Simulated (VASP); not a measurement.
**BeTe: single point with HSE06**

Crystal: BeTe.

```
Be Te
1.0
     0.00000    2.68323    2.68323
     2.68323    0.00000    2.68323
     2.68323    2.68323    0.00000
Be Te
1 1
Direct
  0.00000 0.00000 0.00000
  0.50000 0.50000 0.50000
```

```json
{"Program": "VASP 6.6.1", "Task": "single point", "Functional": "HSE06", "Potentials or basis": "VASP PAW PBE potentials, release 64 (Be, Te)", "Cutoff": "520 eV", "k mesh": "5 × 5 × 5", "Occupations": "fermi-dirac, width 0.02 eV", "Spin": "no spin polarisation", "Dipole correction": "no", "Grid for exact exchange (PRECFOCK)": "Normal", "Further INCAR settings": "ALGO = Normal; EDIFF = 1e-06; NBANDS = 11", "Screening parameter": "0.2079 1/Å"}
```

The pressure is -1.2 GPa and the band gap on the k mesh is zero (band 4 reaches 7.01 eV, above the bottom of band 5 at 6.50 eV).

Levels at points of the mesh, in eV from the Fermi level:
| k point | band 2 | band 3 | band 4 | band 5 | band 6 | band 7 |
| --- | --- | --- | --- | --- | --- | --- |
| (0.00, 0.00, 0.00) | -0.42 | -0.42 | -0.42 | 3.52 | 7.21 | 7.21 |

Run time: 5.5 min on 1 thread of Intel Xeon 6975P-C (shared host), peak memory 0.28 GiB.

Caveat: the k points lie up to 0.41 Å⁻¹ apart; the PAW data sets were made with another functional, which shifts forces and pressure a little; spin-orbit coupling is left out, which moves the levels of the heavy elements.
